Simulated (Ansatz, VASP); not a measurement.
**Two plane-wave programs on Cd4Se3S**

```
Cd Se S
1.0
     6.12794    0.00000    0.00000
     0.00000    6.12794    0.00000
     0.00000    0.00000    6.12794
Cd Se S
4 3 1
Cartesian
  4.6333 4.6333 1.4946
  4.6333 1.4946 4.6333
  1.4946 4.6333 4.6333
  1.4946 1.4946 1.4946
  0.0000 3.0640 3.0640
  3.0640 0.0000 3.0640
  3.0640 3.0640 0.0000
  0.0000 0.0000 0.0000
```

Alike in both runs: task single point; functional PBE; k mesh 2 × 2 × 2; occupations gaussian, width 0.1 eV; no spin polarisation.

|  | VASP | Ansatz |
| --- | --- | --- |
| version | VASP 6.6.1 | Ansatz 0.2.0 |
| potentials or method | VASP PAW PBE potentials, release 64 (Cd, Se, S), cutoff 520 eV | scalar-relativistic, plane waves, PAW |
| valence electrons in the cell | 72 | 134 |

VASP gave:

| Property | Result |
| --- | --- |
| gap on the k mesh at the Fermi level (eV) | 0.58 |
| least direct gap on the mesh (eV) | 0.58 |
| pressure (GPa) | 0.4 |
| rms of the force components (eV/Å) | 0.003 |

Task: Which values does Ansatz return?

Result: gap on the k mesh at the Fermi level (eV): 0.58; least direct gap on the mesh (eV): 0.58; pressure (GPa): 0.1; rms of the force components (eV/Å): 0.003.

Atom by atom the forces differ by 0.000 eV/Å (rms over components). VASP's potentials hold 72 valence electrons a cell and Ansatz's 134, so a difference there can come from the potentials and not from the codes.

The k mesh is coarse, so the values compare programs but aren't converged.
